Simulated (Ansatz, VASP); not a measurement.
Fe in VASP and in Ansatz

INCAR

```
SYSTEM = Fe
PREC = Accurate
ENCUT = 600
EDIFF = 1E-6
ISMEAR = -1
SIGMA = 0.05
LREAL = .FALSE.
LASPH = .TRUE.
NELM = 150
ALGO = Normal
ISIF = 3
LWAVE = .FALSE.
LCHARG = .FALSE.
ISPIN = 2
MAGMOM = 3
LORBIT = 11
LMAXMIX = 4
GGA = B5
ALDAX = 1.0
AGGAX = 1.0
AGGAC = 1.0
ALDAC = 0.0
IBRION = 2
NSW = 60
EDIFFG = -0.01
```

Contents of KPOINTS:

```
regular mesh
0
G
  13 13 13
  0 0 0
```

The input POSCAR:

```
Fe
1.0
   -1.4430000000      1.4430000000      1.4430000000
    1.4430000000     -1.4430000000      1.4430000000
    1.4430000000      1.4430000000     -1.4430000000
Fe
1
Direct
    0.0000000000      0.0000000000      0.0000000000
```

File input.yaml:

```yaml
crystal:
  lattice:
    - [-1.443, 1.443, 1.443]
    - [1.443, -1.443, 1.443]
    - [1.443, 1.443, -1.443]
  atoms:
    - { symbol: Fe, position: [0.0, 0.0, 0.0], spin: 3.0 }
hamiltonian:
  xc: blyp
  pseudopotentials: { kind: paw }
magnetization:
  spin_polarized: true
kpoints:
  mp_grid: { grid: [13, 13, 13] }
scf:
  occupations: { method: fermi_dirac, width: 0.05 }
output:
  forces: true
  stress: true
relax:
  f_tol: 0.01
  max_steps: 40
  cell: { stress_tol: 0.05 }
```

Alike in both runs: task relaxation of cell and atoms; functional BLYP; k mesh 13 × 13 × 13; occupations fermi-dirac, width 0.05 eV; collinear spin.

```csv
,VASP,Ansatz
version,VASP 6.6.1,Ansatz 0.2.0
potentials or method,"VASP PAW PBE potentials, release 64 (Fe)",Ansatz PAW
plane-wave cutoff (eV),600,420
valence electrons in the cell,8,16
```

Ansatz gave:

| Quantity | Value |
| --- | --- |
| net moment per atom (μB) | 2.16 |
| size of the moment on the site where the two differ most (μB) | 2.21 |
| relaxed volume (Å³/atom) | 11.81 |
| relaxed cell length with the largest relative difference (Å) | 2.485 |

Problem. What did VASP give for the same quantities?

Solution. net moment per atom (μB): 2.18; size of the moment on the site where the two differ most (μB): 2.18; relaxed volume (Å³/atom): 11.84; relaxed cell length with the largest relative difference (Å): 2.487.

VASP's potentials were made for PBE, not for BLYP. Site moments also hang on the region over which each program counts them. VASP's potentials hold 8 valence electrons a cell and Ansatz's 16, so a difference there can come from the potentials and not from the codes.

Noted on Ansatz's run: the plane-wave basis is chosen anew once the cell has moved, so the energies of steps on either side of that aren't comparable.
